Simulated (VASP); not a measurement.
Wanted: the native input for a VASP 6.6.1 run.

* Task: relaxation of cell and atoms
* Functional: PBE-based screened hybrid with 25 % exact exchange
* Potentials or basis: VASP PAW PBE potentials, release 64 (Sb)
* Cutoff: 600 eV
* k mesh: 5 × 3 × 3
* Occupations: fermi-dirac, width 0.05 eV
* Spin: no spin polarisation
* Dipole correction: no
* Grid for exact exchange (PRECFOCK): Normal
* Share of exact exchange: 0.25
* Further INCAR settings: ALGO = Normal; EDIFF = 1e-07; IBRION = 2; EDIFFG = -0.01; NSW = 60; ISIF = 3
* Screening parameter: 0.3 1/Å

Crystal: Sb.

```
CELL_PARAMETERS angstrom
3.12240 0.00000 0.00000
0.00000 4.34752 0.00000
-0.03891 0.00000 4.40585
ATOMIC_POSITIONS crystal
Sb 0.01139 0.25000 0.24117
Sb 0.98861 0.75000 0.75883
```

One way to write it, as run:

POSCAR

```
Sb
1.0
    3.1224020000      0.0000000000      0.0000000000
    0.0000000000      4.3475180000      0.0000000000
   -0.0389150000      0.0000000000      4.4058520000
Sb
2
Direct
    0.0113890000      0.2500000000      0.2411660000
    0.9886110000      0.7500000000      0.7588340000
```

INCAR.step1

```
  PREC = Accurate
  ENCUT = 600
  EDIFF = 1E-5
  ISMEAR = -1
  SIGMA = 0.05
  LREAL = F
  LASPH = T
  NELM = 80
  ALGO = Normal
  LWAVE = T
  LCHARG = F
  GGA = PE
  NBANDS = 12
```

INCAR.step2

```
  PREC = Accurate
  ENCUT = 600
  EDIFF = 1E-7
  ISMEAR = -1
  SIGMA = 0.05
  LREAL = F
  LASPH = T
  NELM = 80
  ALGO = Normal
  ISIF = 3
  LWAVE = F
  LCHARG = F
  GGA = PE
  LHFCALC = T
  AEXX = 0.25
  HFSCREEN = 0.3
  PRECFOCK = Normal
  IBRION = 2
  NSW = 60
  EDIFFG = -0.01
  ISTART = 1
```

KPOINTS

```
Automatic mesh
0
Gamma
  5 3 3
```

Potentials or basis: VASP PAW PBE potentials, release 64 (Sb).

Run with:

```bash
$ cat potpaw_PBE.64/Sb/POTCAR > POTCAR
$ cp INCAR.step1 INCAR
$ mpirun -np 1 vasp_std > vasp.out
$ cp INCAR.step2 INCAR
$ mpirun -np 1 vasp_std > vasp.out
```

It gave:

```yaml
Relaxed_volume: 30.15 Å³/atom
Relaxed_cell: a = 3.173 Å, b = 4.292 Å, c = 4.428 Å, α = 90.00°, β = 90.05°, γ = 90.00°
Space_group_after_relaxing_to_0.1_Å: Pmma (No. 51)
Energy_gained_by_relaxing: 30.1 meV/atom
Ionic_steps: 27
Pressure_after_relaxing: 0.0 GPa
Largest_force_after_relaxing: 0.003 eV/Å
Band_gap_on_the_k_mesh: zero (bands 5 and 6 overlap by 4.83 eV)
```

Caveat: the k points lie up to 0.49 Å⁻¹ apart in the final cell, too coarse for converged energies and pressures of a metal; the PAW data sets were made with another functional, which shifts forces and pressure a little; spin-orbit coupling is left out, which moves the levels of the heavy elements.

Wall time 53 min on 1 thread of Intel(R) Xeon(R) 6975P-C (Granite Rapids), with other jobs on the host, peak memory 0.27 GiB.
